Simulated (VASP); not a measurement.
# CdF2 (Fm-3m) in VASP: notebook

The runs below take CdF2 through single point, with PBE+D3(BJ).

All numbers are computed with VASP 6.6.1; they aren't measurements. Logs are shortened: lines on timing, memory, paths and dates and some standing lists are left out, and cuts for length are marked.

**1. The cell of the first run**

It takes space group Fm-3m (No. 225, cubic). The conventional cell has a = 5.388 Å, b = 5.388 Å, c = 5.388 Å, α = 90.00°, β = 90.00°, γ = 90.00°. Within 3.1 Å of Cd (site symmetry m-3m) lie 8 F at 2.33 Å. Within 3.1 Å of F (site symmetry -43m) lie 4 Cd at 2.33 Å and 6 F at 2.69 Å.

**2. Single point, PBE+D3(BJ)**

Contents of INCAR:

```
PREC = Accurate ; ENCUT = 520
EDIFF = 1E-6 ; ISMEAR = -1
SIGMA = 0.05 ; LREAL = False
LASPH = True ; NELM = 80
ALGO = Normal ; ISIF = 2
LWAVE = False ; LCHARG = False
GGA = PE ; IVDW = 12
NBANDS = 20
```

Contents of KPOINTS:

```
Automatic mesh
0
Gamma
  9 9 9
```

Contents of POSCAR:

```
CdF2
1.0
    0.0000000000      2.6940000000      2.6940000000
    2.6940000000      0.0000000000      2.6940000000
    2.6940000000      2.6940000000      0.0000000000
Cd F
1 2
Direct
    0.0000000000      0.0000000000      0.0000000000
    0.7500000000      0.7500000000      0.7500000000
    0.2500000000      0.2500000000      0.2500000000
```

Potentials or basis: VASP PAW PBE potentials, release 64 (Cd, F).

The run is started by

```console
> cat potpaw_PBE.64/Cd/POTCAR potpaw_PBE.64/F/POTCAR > POTCAR
> mpirun -np 1 vasp_std > vasp.out
```

OUTCAR:

```text
PREC = Accurate
   ENCUT = 520
   EDIFF = 1E-6
   ISMEAR = -1
   LREAL = False
   LASPH = True
   NELM = 80
   ISIF = 2
   GGA = PE
   IVDW = 12
 IVDW          = 12

 ion  position               nearest neighbor table
   1  0.000  0.000  0.000-   2 2.33   2 2.33   2 2.33   2 2.33   3 2.33   3 2.33   3 2.33   3 2.33

   2  0.750  0.750  0.750-   1 2.33   1 2.33   1 2.33   1 2.33
   3  0.250  0.250  0.250-   1 2.33   1 2.33   1 2.33   1 2.33

  LATTYP: Found a face centered cubic cell.
 ALAT       =     5.3880000000

  Lattice vectors:

 A1 = (   0.0000000000,   2.6940000000,   2.6940000000)
 A2 = (   2.6940000000,   0.0000000000,   2.6940000000)
 A3 = (   2.6940000000,   2.6940000000,   0.0000000000)

Analysis of symmetry for initial positions (statically):
=====================================================================
 Subroutine PRICEL returns:
 Original cell was already a primitive cell.

 Routine SETGRP: Setting up the symmetry group for a
 face centered cubic supercell.

 Subroutine GETGRP returns: Found 48 space group operations
[... 9 lines left out ...]

 Routine SETGRP: Setting up the symmetry group for a
 face centered cubic supercell.

 Subroutine GETGRP returns: Found 48 space group operations
[... 11 lines left out ...]
                                     Primitive cell

  volume of cell :      39.1041

  direct lattice vectors                    reciprocal lattice vectors
     0.000000000  2.694000000  2.694000000    -0.185597624  0.185597624  0.185597624
     2.694000000  0.000000000  2.694000000     0.185597624 -0.185597624  0.185597624
     2.694000000  2.694000000  0.000000000     0.185597624  0.185597624 -0.185597624

  length of vectors
     3.809891337  3.809891337  3.809891337     0.321464515  0.321464515  0.321464515

  position of ions in fractional coordinates (direct lattice)
     0.000000000  0.000000000  0.000000000
     0.750000000  0.750000000  0.750000000
     0.250000000  0.250000000  0.250000000

  ion indices of the primitive-cell ions
   primitive index   ion index
                 1           1
                 2           2
                 3           3

----------------------------------------------------------------------------------------

 KPOINTS: Automatic mesh

Automatic generation of k-mesh.
 Grid dimensions read from file:
 generate k-points for:    9    9    9

 Generating k-lattice:

  Cartesian coordinates                     Fractional coordinates (reciprocal lattice)
    -0.020621958  0.020621958  0.020621958     0.111111111  0.000000000  0.000000000
     0.020621958 -0.020621958  0.020621958     0.000000000  0.111111111  0.000000000
     0.020621958  0.020621958 -0.020621958     0.000000000  0.000000000  0.111111111

  Length of vectors
     0.035718279  0.035718279  0.035718279

  Shift w.r.t. Gamma in fractional coordinates (k-lattice)
     0.000000000  0.000000000  0.000000000

 Subroutine IBZKPT returns following result:
 ===========================================

 Found     35 irreducible k-points:

 Following reciprocal coordinates:
            Coordinates               Weight
  0.000000  0.000000  0.000000      1.000000
  0.111111  0.000000  0.000000      8.000000
  0.222222  0.000000  0.000000      8.000000
  0.333333  0.000000  0.000000      8.000000
  0.444444  0.000000  0.000000      8.000000
  0.111111  0.111111  0.000000      6.000000
[... 16 lines left out ...]
 -0.333333  0.333333  0.000000     12.000000
  0.444444  0.444444  0.000000      6.000000
 [... further k-points ...]
   k-points           NKPTS =     35   k-points in BZ     NKDIM =     35   number of bands    NBANDS=     20
   number of dos      NEDOS =    301   number of ions     NIONS =      3
   total plane-waves  NPLWV =  21952
   dimension x,y,z NGX =    28 NGY =   28 NGZ =   28
   dimension x,y,z NGXF=    56 NGYF=   56 NGZF=   56
   ions per type =               1   2
   NGX,Y,Z   is equivalent  to a cutoff of  12.22, 12.22, 12.22 a.u.
   NGXF,Y,Z  is equivalent  to a cutoff of  24.44, 24.44, 24.44 a.u.
 SYSTEM =  unknown system
   PREC   = accura    normal or accurate (medium, high low for compatibility)
   ISTART =      0    job   : 0-new  1-cont  2-samecut
   ICHARG =      2    charge: 1-file 2-atom 10-const
   ISPIN  =      1    spin polarized calculation?
   LNONCOLLINEAR =      F non collinear calculations
   LSORBIT =      F    spin-orbit coupling
   LASPH  =      T    aspherical Exc in radial PAW
   ENCUT  =  520.0 eV  38.22 Ry    6.18 a.u.   7.08  7.08  7.08*2*pi/ulx,y,z
   NELM   =     80;   NELMIN=  2; NELMDL= -5     # of ELM steps
   EDIFF  = 0.1E-05   stopping-criterion for ELM
   LREAL  =      F    real-space projection
   EDIFFG = 0.1E-04   stopping-criterion for IOM
   NSW    =      0    number of steps for IOM
   IBRION =     -1    ionic relax: 0-MD 1-quasi-New 2-CG
   NFREE  =      0    steps in history (QN), initial steepest desc. (CG)
   ISIF   =      2    stress and relaxation
   ISYM   =      2    0-nonsym 1-usesym 2-fastsym
   POTIM  = 0.5000    time-step for ionic-motion
   TEBEG  =    0.0;   TEEND  =   0.0 temperature during run
   PSTRESS=    0.0 pullay stress
   NELECT =      26.0000    total number of electrons
   NUPDOWN=      -1.0000    fix difference up-down
   EMIN   =  10.00;   EMAX   =-10.00  energy-range for DOS
   EFERMI =   0.00;   METHOD = LEGACY
   ISMEAR =    -1;   SIGMA  =   0.05  broadening in eV -4-tet -1-fermi 0-gaus
   EFERMI_NEDOS =   21; number of points for ismear=-14 and -15
   IALGO  =     38    algorithm
   IMIX   =      4    mixing-type and parameters
     AMIX     =   0.40;   BMIX     =  1.00
     AMIX_MAG =   1.60;   BMIX_MAG =  1.00
  volume/ion in A,a.u.               =      13.03        87.96
  Fermi-wavevector in a.u.,A,eV,Ry     =   1.428867  2.700166 27.778468  2.041660
  Thomas-Fermi vector in A             =   2.548882
   LORBIT       =      0    0 simple, 1 ext, 2 COOP (PROOUT), +10 PAW based schemes
   GGA     = PE    functional components
   LHFCALC =     F    Hartree Fock is set to
   AEXX    =    0.0000 exact exchange contribution
   IVDW    =    12    specifies the selected vdW correction
   LEPSILON=     F    determine dielectric tensor
   LRPA    =     F    only Hartree local field effects (RPA)
 non-spin polarized calculation
  energy-cutoff  :      520.00
  volume of cell :       39.10
 maximum number of plane-waves:      1067
   NGX = 15   NGY = 15   NGZ = 15

 number of electron      25.9999990 magnetization

 Free energy of the ion-electron system (eV)
  ---------------------------------------------------
  ext. energy  EPLUGINS =         0.00000000
  ---------------------------------------------------
  free energy    TOTEN  =       -10.85931704 eV

  energy without entropy =      -10.85931704  energy(sigma->0) =      -10.85931704

 E-fermi :  -0.2248     XC(G=0): -10.4121

 val. band max:       -1.3402559582   @ k =  -0.3333   0.4444   0.2222
 cond. band min:       1.7564545244   @ k =   0.0000   0.0000   0.0000
 fundamental gap:      3.0967104827
 Fermi energy:        -0.2248423356

 k-point     1 :       0.0000    0.0000    0.0000
  band No.  band energies     occupation
      1     -22.1168      2.00000
      2     -21.0120      2.00000
      3      -6.9269      2.00000
      4      -6.9269      2.00000
      5      -6.9269      2.00000
      6      -5.7193      2.00000
[... 12 lines left out ...]
     19      18.5864      0.00000
     20      18.5864      0.00000

 k-point     2 :       0.1111    0.0000    0.0000
  band No.  band energies     occupation
      1     -22.0768      2.00000
      2     -21.0464      2.00000
      3      -6.8797      2.00000
      4      -6.8797      2.00000
      5      -6.7952      2.00000
      6      -5.7340      2.00000
[... 12 lines left out ...]
     19      18.2583      0.00000
     20      18.2583      0.00000

 k-point     3 :       0.2222    0.0000    0.0000
  band No.  band energies     occupation
      1     -21.9680      2.00000
      2     -21.1437      2.00000
      3      -6.7640      2.00000
      4      -6.7640      2.00000
      5      -6.4327      2.00000
      6      -5.7528      2.00000
[... 12 lines left out ...]
     19      17.6597      0.00000
     20      18.2219      0.00000

 k-point     4 :       0.3333    0.0000    0.0000
  band No.  band energies     occupation
      1     -21.8118      2.00000
      2     -21.2844      2.00000
      3      -6.6494      2.00000
      4      -6.6494      2.00000
      5      -5.9401      2.00000
      6      -5.7245      2.00000
[... 12 lines left out ...]
     19      17.1721      0.00000
     20      18.0078      0.00000

 k-point     5 :       0.4444    0.0000    0.0000
  band No.  band energies     occupation
      1     -21.6386      2.00000
      2     -21.4451      2.00000
      3      -6.5932      2.00000
      4      -6.5932      2.00000
      5      -5.6609      2.00000
      6      -5.6609      2.00000
[... 12 lines left out ...]
     19      16.9092      0.00000
     20      17.5234      0.00000
[... 353 lines left out ...]
      6      -5.6296      2.00000
[... 12 lines left out ...]
     19      18.9031      0.00000
     20      19.6504      0.00000

 k-point    22 :      -0.4444    0.3333    0.0000
  band No.  band energies     occupation
      1     -21.6015      2.00000
      2     -21.4414      2.00000
      3      -6.5146      2.00000
      4      -6.1311      2.00000
      5      -5.9044      2.00000
      6      -5.7167      2.00000
[... 12 lines left out ...]
     19      19.3265      0.00000
     20      19.5170      0.00000

 k-point    23 :      -0.3333    0.3333    0.0000
  band No.  band energies     occupation
      1     -21.5347      2.00000
      2     -21.5149      2.00000
      3      -6.4659      2.00000
      4      -6.1837      2.00000
      5      -5.8431      2.00000
      6      -5.7197      2.00000
[... 12 lines left out ...]
     19      18.1552      0.00000
     20      20.4498      0.00000

 k-point    24 :       0.4444    0.4444    0.0000
  band No.  band energies     occupation
      1     -21.6636      2.00000
      2     -21.3739      2.00000
      3      -6.6701      2.00000
      4      -6.0267      2.00000
      5      -6.0267      2.00000
      6      -5.6071      2.00000
[... 12 lines left out ...]
     19      18.2491      0.00000
     20      20.0472      0.00000

 [... further k-points ...]

------------------------ aborting loop because EDIFF is reached ----------------------------------------

 Edisp (eV)   -0.50225

 E8    (eV) :    -0.1899

  FORCE on cell =-STRESS in cart. coord.  units (eV):
  Direction    XX          YY          ZZ          XY          YZ          ZX
  --------------------------------------------------------------------------------------
  -------------------------------------------------------------------------------------
  Total       1.00655     1.00655     1.00655    -0.00000    -0.00000     0.00000
  in kB      41.24041    41.24041    41.24041    -0.00000    -0.00000     0.00000
  external pressure =       41.24 kB  Pullay stress =        0.00 kB

 VOLUME and BASIS-vectors are now :
 -----------------------------------------------------------------------------
  energy-cutoff  :      520.00
  volume of cell :       39.10
      direct lattice vectors                 reciprocal lattice vectors
     0.000000000  2.694000000  2.694000000    -0.185597624  0.185597624  0.185597624
     2.694000000  0.000000000  2.694000000     0.185597624 -0.185597624  0.185597624
     2.694000000  2.694000000  0.000000000     0.185597624  0.185597624 -0.185597624

 POSITION                                       TOTAL-FORCE (eV/Angst)
 -----------------------------------------------------------------------------------
      0.00000      0.00000      0.00000         0.000000      0.000000     -0.000000
      4.04100      4.04100      4.04100        -0.000000     -0.000000     -0.000000
      1.34700      1.34700      1.34700         0.000000      0.000000      0.000000
 -----------------------------------------------------------------------------------
    total drift:                                0.000000      0.000000      0.000000

  FREE ENERGIE OF THE ION-ELECTRON SYSTEM (eV)
  ---------------------------------------------------
  free  energy   TOTEN  =       -11.3615681552 eV

  energy  without entropy=      -11.3615681551  energy(sigma->0) =      -11.36156816
```

It took 24 s on 1 thread of Intel Xeon Platinum 8375C at 2.90GHz (Ice Lake), shared host; peak memory 0.18 GiB.

Results:

| Item | Value |
| --- | --- |
| Free energy | -11.3616 eV |
| Pressure | 4.1 GPa |
| Band gap on the k mesh | 3.10 eV, indirect (least direct gap 3.57 eV) |
| Dispersion energy per atom | -0.167 eV |

Caveat: three body term missing. A k mesh can miss the band edges.

(Part 1 of 2 ends here.)
